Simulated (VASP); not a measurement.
Runs of VASP 6.6.1 on Sb. The structure is that of space group Pm-3m (No. 221), or close to it. The cells are those of the table. 

```tsv
task	level	cell	cutoff (eV)	k mesh for the DOS	occupations for the DOS	gap on the mesh (eV)	pressure (GPa)
single point	PBE	a = 2.762 Å, 1 atom	500	-	-	none	(a)
single point	PBE	a = 2.292 Å, 1 atom	500	-	-	none	418.0
single point	PBE	a = 2.888 Å, 1 atom	500	-	-	none	20.3
single point	PBE	a = 2.624 Å, 1 atom	500	-	-	none	(b)
single point	PBE	a = 2.469 Å, 1 atom	500	-	-	none	191.1
single point	revPBE	a = 3.004 Å, 1 atom	500	-	-	none	8.1
```

Alike in all rows: potentials or basis VASP PAW PBE potentials, release 64 (Sb); no spin polarisation; k mesh 12 × 12 × 12; smearing fermi-dirac 0.05 eV.

Estimate the missing entries.

(a) 44.6; (b) 91.7.

Caveats: spin-orbit coupling is left out, which moves the levels of the heavy elements; the PAW data sets were made with another functional, which shifts forces and pressure a little (some runs).

A k mesh can miss the band edges, and the runs leave out spin-orbit coupling on Sb.

A gap of «none» marks levels without a gap at the run's occupations.
